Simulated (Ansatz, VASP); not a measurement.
## Two plane-wave programs on In3Se

POSCAR

```
In3Se
1.0
    4.8037580000      0.0000000000      0.0000000000
    0.0000000000      4.8037580000      0.0000000000
    0.0000000000      0.0000000000      4.8037580000
In Se
3 1
Direct
    0.0000000000      0.5000000000      0.5000000000
    0.5000000000      0.0000000000      0.5000000000
    0.5000000000      0.5000000000      0.0000000000
    0.0000000000      0.0000000000      0.0000000000
```

File INCAR.step1:

```
SYSTEM = In3Se
ALGO = Normal
EDIFF = 1E-4
ENCUT = 520
GGA = PE
ISMEAR = 0
LASPH = .True.
LCHARG = .False.
LREAL = .False.
LWAVE = .True.
NBANDS = 30
NELM = 80
PREC = Accurate
SIGMA = 0.1
```

INCAR.step2

```
SYSTEM = In3Se
ALGO = Normal
EDIFF = 1E-6
ENCUT = 520
ISIF = 2
ISMEAR = 0
ISTART = 1
LASPH = .True.
LCHARG = .False.
LMIXTAU = .True.
LREAL = .False.
LWAVE = .False.
METAGGA = R2SCAN
NBANDS = 30
NELM = 80
PREC = Accurate
SIGMA = 0.1
```

File KPOINTS:

```
k-points
0
Gamma
  10 10 10
  0 0 0
```

Input for Ansatz:

```yaml
crystal:
  lattice:
    - [4.803758, 0.0, 0.0]
    - [0.0, 4.803758, 0.0]
    - [0.0, 0.0, 4.803758]
  atoms:
    - { symbol: In, position: [0.0, 0.5, 0.5] }
    - { symbol: In, position: [0.5, 0.0, 0.5] }
    - { symbol: In, position: [0.5, 0.5, 0.0] }
    - { symbol: Se, position: [0.0, 0.0, 0.0] }
basis:
  ecutwfc: 500
kpoints:
  mp_grid: { grid: [10, 10, 10] }
hamiltonian:
  xc: r2scan
scf:
  occupations: { method: gaussian, width: 0.1 }
output:
  forces: true
  stress: true
  eigenvalues: true
```

Alike in both runs: task single point; functional r2SCAN; k mesh 10 × 10 × 10; occupations gaussian, width 0.1 eV; no spin polarisation.

|  | VASP | Ansatz |
| --- | --- | --- |
| version | VASP 6.6.1 | Ansatz 0.2.0 |
| potentials or method | VASP PAW PBE potentials, release 64 (In_d, Se), cutoff 520 eV | scalar-relativistic, plane waves, PAW |
| valence electrons in the cell | 45 | 55 |

```tsv
	VASP	Ansatz	Ansatz less VASP
gap on the k mesh at the Fermi level (eV)	none	none	-
pressure (GPa)	-1.3	-1.3	+0.03
```

VASP's potentials were made for PBE, not for r2SCAN. A gap of «none» marks a metal or a gap that the smearing closes. VASP's potentials hold 45 valence electrons a cell and Ansatz's 55, so a difference there can come from the potentials and not from the codes.
